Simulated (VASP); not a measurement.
# GaN (wurtzite type) (P6_3mc) in VASP: single point with PBE

Aim: the single point of GaN (wurtzite type) with PBE.

Program: VASP 6.6.1. These are calculated values, not measurements. Logs are shortened: lines on timing, memory, paths and dates and some standing lists are left out, and cuts for length are marked.

**1. The cell of the first run**

Symmetry: P6_3mc, No. 186, hexagonal system. Conventional cell: a = 3.218 Å, b = 3.218 Å, c = 5.243 Å, α = 90.00°, β = 90.00°, γ = 120.00°. Within 2.6 Å of Ga (site symmetry 3m) lie 4 N at 1.97 to 1.98 Å. N (site symmetry 3m) has 4 Ga at 1.97 to 1.98 Å within 2.6 Å.

**2. Single point, PBE**

Input file INCAR:

```
PREC = Accurate ; ENCUT = 520
EDIFF = 1E-6 ; ISMEAR = -1
SIGMA = 0.05 ; LREAL = F
LASPH = T ; NELM = 60
ALGO = Normal ; ISIF = 2
LWAVE = F ; LCHARG = T
GGA = PE ; LELF = T
LVHAR = T ; NBANDS = 26
```

Input file KPOINTS:

```
regular mesh
0
Gamma
  12 12 6
```

Input file POSCAR:

```
GaN
1.0
    3.2184363303      0.0000000000      0.0000000000
   -1.6092181651      2.7872476225      0.0000000000
    0.0000000000      0.0000000000      5.2432128400
Ga N
2 2
Direct
    0.3333333333      0.6666666667     -0.0003649414
    0.6666666667      0.3333333333      0.4996350586
    0.3333333333      0.6666666667      0.3763649414
    0.6666666667      0.3333333333      0.8763649414
```

Potentials or basis: VASP PAW PBE potentials, release 64 (Ga_d, N).

On the command line:

```sh
> cat potpaw_PBE.64/Ga_d/POTCAR potpaw_PBE.64/N/POTCAR > POTCAR
> mpirun -np 1 vasp_std > vasp.out
```

OUTCAR:

```text
PREC = Accurate
   ENCUT = 520
   EDIFF = 1E-6
   ISMEAR = -1
   LREAL = F
   LASPH = T
   NELM = 60
   ISIF = 2
   GGA = PE

 ion  position               nearest neighbor table
   1  0.333  0.667  1.000-   4 1.97   4 1.97   4 1.97   3 1.98
   2  0.667  0.333  0.500-   3 1.97   3 1.97   3 1.97   4 1.98
   3  0.333  0.667  0.376-   2 1.97   2 1.97   2 1.97   1 1.98
   4  0.667  0.333  0.876-   1 1.97   1 1.97   1 1.97   2 1.98

  LATTYP: Found a hexagonal cell.
 ALAT       =     3.2184363303
 C/A-ratio  =     1.6291180878

  Lattice vectors:

 A1 = (   3.2184363303,   0.0000000000,   0.0000000000)
 A2 = (  -1.6092181651,   2.7872476225,   0.0000000000)
 A3 = (   0.0000000000,   0.0000000000,   5.2432128400)

Analysis of symmetry for initial positions (statically):
=====================================================================
 Subroutine PRICEL returns:
 Original cell was already a primitive cell.

 Routine SETGRP: Setting up the symmetry group for a
 hexagonal supercell.

 Subroutine GETGRP returns: Found 12 space group operations
 (whereof  6 operations were pure point group operations)
 out of a pool of 24 trial point group operations.

The static configuration has the point symmetry C_3v.
 The point group associated with its full space group is C_6v.

Analysis of symmetry for dynamics (positions and initial velocities):
=====================================================================
 Subroutine PRICEL returns:
 Original cell was already a primitive cell.

 Routine SETGRP: Setting up the symmetry group for a
 hexagonal supercell.

 Subroutine GETGRP returns: Found 12 space group operations
 (whereof  6 operations were pure point group operations)
 out of a pool of 24 trial point group operations.

The dynamic configuration has the point symmetry C_3v.
 The point group associated with its full space group is C_6v.

 Subroutine INISYM returns: Found 12 space group operations
 (whereof  6 operations are pure point group operations),
 and found     1 'primitive' translations

----------------------------------------------------------------------------------------

                                     Primitive cell

  volume of cell :      47.0347

  direct lattice vectors                    reciprocal lattice vectors
     3.218436330  0.000000000  0.000000000     0.310709891  0.179388439  0.000000000
    -1.609218165  2.787247622  0.000000000     0.000000000  0.358776878  0.000000000
     0.000000000  0.000000000  5.243212840     0.000000000  0.000000000  0.190722755

  length of vectors
     3.218436330  3.218436330  5.243212840     0.358776878  0.358776878  0.190722755

  position of ions in fractional coordinates (direct lattice)
     0.333333333  0.666666667  0.999635059
     0.666666667  0.333333333  0.499635059
     0.333333333  0.666666667  0.376364941
     0.666666667  0.333333333  0.876364941

  ion indices of the primitive-cell ions
   primitive index   ion index
                 1           1
                 2           2
                 3           3
                 4           4

----------------------------------------------------------------------------------------

 KPOINTS: regular mesh

Automatic generation of k-mesh.
 Grid dimensions read from file:
 generate k-points for:   12   12    6

 Generating k-lattice:

  Cartesian coordinates                     Fractional coordinates (reciprocal lattice)
     0.025892491  0.014949037  0.000000000     0.083333333 -0.000000000  0.000000000
     0.000000000  0.029898073  0.000000000     0.000000000  0.083333333  0.000000000
     0.000000000  0.000000000  0.031787126     0.000000000  0.000000000  0.166666667

  Length of vectors
     0.029898073  0.029898073  0.031787126

  Shift w.r.t. Gamma in fractional coordinates (k-lattice)
     0.000000000  0.000000000  0.000000000

 Subroutine IBZKPT returns following result:
 ===========================================

 Found     76 irreducible k-points:

 Following reciprocal coordinates:
            Coordinates               Weight
  0.000000  0.000000  0.000000      1.000000
  0.083333  0.000000  0.000000      6.000000
  0.166667 -0.000000  0.000000      6.000000
  0.250000  0.000000  0.000000      6.000000
  0.333333  0.000000  0.000000      6.000000
  0.416667  0.000000  0.000000      6.000000
[... 16 lines left out ...]
  0.250000  0.000000  0.166667     12.000000
  0.333333  0.000000  0.166667     12.000000
 [... further k-points ...]
   k-points           NKPTS =     76   k-points in BZ     NKDIM =     76   number of bands    NBANDS=     26
   number of dos      NEDOS =    301   number of ions     NIONS =      4
   total plane-waves  NPLWV =  23040
   dimension x,y,z NGX =    24 NGY =   24 NGZ =   40
   dimension x,y,z NGXF=    48 NGYF=   48 NGZF=   80
   ions per type =               2   2
   NGX,Y,Z   is equivalent  to a cutoff of  12.40, 12.40, 12.68 a.u.
   NGXF,Y,Z  is equivalent  to a cutoff of  24.79, 24.79, 25.37 a.u.
 SYSTEM =  unknown system
   PREC   = accura    normal or accurate (medium, high low for compatibility)
   ISTART =      0    job   : 0-new  1-cont  2-samecut
   ICHARG =      2    charge: 1-file 2-atom 10-const
   ISPIN  =      1    spin polarized calculation?
   LNONCOLLINEAR =      F non collinear calculations
   LSORBIT =      F    spin-orbit coupling
   LASPH  =      T    aspherical Exc in radial PAW
   ENCUT  =  520.0 eV  38.22 Ry    6.18 a.u.   5.98  5.98  9.75*2*pi/ulx,y,z
   NELM   =     60;   NELMIN=  2; NELMDL= -5     # of ELM steps
   EDIFF  = 0.1E-05   stopping-criterion for ELM
   LREAL  =      F    real-space projection
   EDIFFG = 0.1E-04   stopping-criterion for IOM
   NSW    =      0    number of steps for IOM
   IBRION =     -1    ionic relax: 0-MD 1-quasi-New 2-CG
   NFREE  =      0    steps in history (QN), initial steepest desc. (CG)
   ISIF   =      2    stress and relaxation
   ISYM   =      2    0-nonsym 1-usesym 2-fastsym
   POTIM  = 0.5000    time-step for ionic-motion
   TEBEG  =    0.0;   TEEND  =   0.0 temperature during run
   PSTRESS=    0.0 pullay stress
   NELECT =      36.0000    total number of electrons
   NUPDOWN=      -1.0000    fix difference up-down
   EMIN   =  10.00;   EMAX   =-10.00  energy-range for DOS
   EFERMI =   0.00;   METHOD = LEGACY
   ISMEAR =    -1;   SIGMA  =   0.05  broadening in eV -4-tet -1-fermi 0-gaus
   EFERMI_NEDOS =   21; number of points for ismear=-14 and -15
   IALGO  =     38    algorithm
   IMIX   =      4    mixing-type and parameters
     AMIX     =   0.40;   BMIX     =  1.00
     AMIX_MAG =   1.60;   BMIX_MAG =  1.00
  volume/ion in A,a.u.               =      11.76        79.35
  Fermi-wavevector in a.u.,A,eV,Ry     =   1.497510  2.829883 30.511550  2.242536
  Thomas-Fermi vector in A             =   2.609388
   LORBIT       =      0    0 simple, 1 ext, 2 COOP (PROOUT), +10 PAW based schemes
   GGA     = PE    functional components
   LHFCALC =     F    Hartree Fock is set to
   AEXX    =    0.0000 exact exchange contribution
   IVDW    =     0    specifies the selected vdW correction
   LEPSILON=     F    determine dielectric tensor
   LRPA    =     F    only Hartree local field effects (RPA)
 non-spin polarized calculation
  energy-cutoff  :      520.00
  volume of cell :       47.03
 maximum number of plane-waves:      1290
 NGX is ok and might be reduce to    24
   NGX = 11   NGY = 11   NGZ = 19

 number of electron      35.9999955 magnetization

 Free energy of the ion-electron system (eV)
  ---------------------------------------------------
  ext. energy  EPLUGINS =         0.00000000
  ---------------------------------------------------
  free energy    TOTEN  =       -24.32786846 eV

  energy without entropy =      -24.32786846  energy(sigma->0) =      -24.32786846

 E-fermi :   5.9105     XC(G=0): -11.5148

 val. band max:        5.0081751525   @ k =   0.0000   0.0000   0.0000
 cond. band min:       6.7237433517   @ k =   0.0000   0.0000   0.0000
 fundamental gap:      1.7155681992
 Fermi energy:         5.9105304517

 k-point     1 :       0.0000    0.0000    0.0000
  band No.  band energies     occupation
      1     -10.7267      2.00000
      2      -9.9036      2.00000
      3      -8.4122      2.00000
      4      -8.3979      2.00000
      5      -8.3979      2.00000
      6      -8.3421      2.00000
[... 18 lines left out ...]
     25      16.4957      0.00000
     26      16.4957      0.00000

 k-point     2 :       0.0833    0.0000    0.0000
  band No.  band energies     occupation
      1     -10.6624      2.00000
      2      -9.8879      2.00000
      3      -8.4063      2.00000
      4      -8.3886      2.00000
      5      -8.3742      2.00000
      6      -8.3349      2.00000
[... 18 lines left out ...]
     25      16.1508      0.00000
     26      16.6448      0.00000

 k-point     3 :       0.1667   -0.0000    0.0000
  band No.  band energies     occupation
      1     -10.4886      2.00000
      2      -9.8495      2.00000
      3      -8.3840      2.00000
      4      -8.3660      2.00000
      5      -8.3207      2.00000
      6      -8.2952      2.00000
[... 18 lines left out ...]
     25      16.1653      0.00000
     26      16.9973      0.00000

 k-point     4 :       0.2500    0.0000    0.0000
  band No.  band energies     occupation
      1     -10.2635      2.00000
      2      -9.8079      2.00000
      3      -8.3609      2.00000
      4      -8.3437      2.00000
      5      -8.2821      2.00000
      6      -8.2487      2.00000
[... 18 lines left out ...]
     25      16.2708      0.00000
     26      17.4650      0.00000
[... 496 lines left out ...]
      1     -10.4236      2.00000
      2      -9.8664      2.00000
      3      -8.3805      2.00000
      4      -8.3630      2.00000
      5      -8.3251      2.00000
      6      -8.3015      2.00000
[... 18 lines left out ...]
     25      15.7791      0.00000
     26      16.7984      0.00000

 k-point    23 :       0.2500    0.0000    0.1667
  band No.  band energies     occupation
      1     -10.2122      2.00000
      2      -9.8173      2.00000
      3      -8.3611      2.00000
      4      -8.3379      2.00000
      5      -8.2943      2.00000
      6      -8.2554      2.00000
[... 18 lines left out ...]
     25      15.9145      0.00000
     26      17.3055      0.00000

 k-point    24 :       0.3333    0.0000    0.1667
  band No.  band energies     occupation
      1     -10.0305      2.00000
      2      -9.7814      2.00000
      3      -8.3526      2.00000
      4      -8.3233      2.00000
      5      -8.2694      2.00000
      6      -8.2113      2.00000
[... 18 lines left out ...]
     25      16.1684      0.00000
     26      17.8805      0.00000

 [... further k-points ...]

------------------------ aborting loop because EDIFF is reached ----------------------------------------

  FORCE on cell =-STRESS in cart. coord.  units (eV):
  Direction    XX          YY          ZZ          XY          YZ          ZX
  --------------------------------------------------------------------------------------
  -------------------------------------------------------------------------------------
  Total        0.0348428      0.0348428      0.0456130      0.0000000      0.0000000      0.0000000
  in kB        1.1868772      1.1868772      1.5537507      0.0000000      0.0000000      0.0000000
  external PRESSURE =       1.3091684 kB  Pullay stress =       0.0000000 kB

 VOLUME and BASIS-vectors are now :
 -----------------------------------------------------------------------------
  energy-cutoff  :      520.00
  volume of cell :       47.03
      direct lattice vectors                 reciprocal lattice vectors
     3.218436330  0.000000000  0.000000000     0.310709891  0.179388439  0.000000000
    -1.609218165  2.787247622  0.000000000     0.000000000  0.358776878  0.000000000
     0.000000000  0.000000000  5.243212840     0.000000000  0.000000000  0.190722755

 POSITION                                       TOTAL-FORCE (eV/Angst)
 -----------------------------------------------------------------------------------
     -0.00000      1.85817      5.24130        -0.000000      0.000000     -0.000162
      1.60922      0.92908      2.61969         0.000000     -0.000000     -0.000162
     -0.00000      1.85817      1.97336        -0.000000      0.000000      0.000162
      1.60922      0.92908      4.59497         0.000000     -0.000000      0.000162
 -----------------------------------------------------------------------------------
    total drift:                               -0.000001     -0.000001     -0.000830

  FREE ENERGIE OF THE ION-ELECTRON SYSTEM (eV)
  ---------------------------------------------------
  free  energy   TOTEN  =       -24.3278684572 eV

  energy  without entropy=      -24.3278684567  energy(sigma->0) =      -24.32786846
```

It took 1.9 min on 1 thread of Intel Xeon 8259CL, shared host; peak memory 0.21 GiB.

What came out:

- Free energy: -24.3279 eV
- Pressure: 0.1 GPa
- Band gap on the k mesh: 1.72 eV
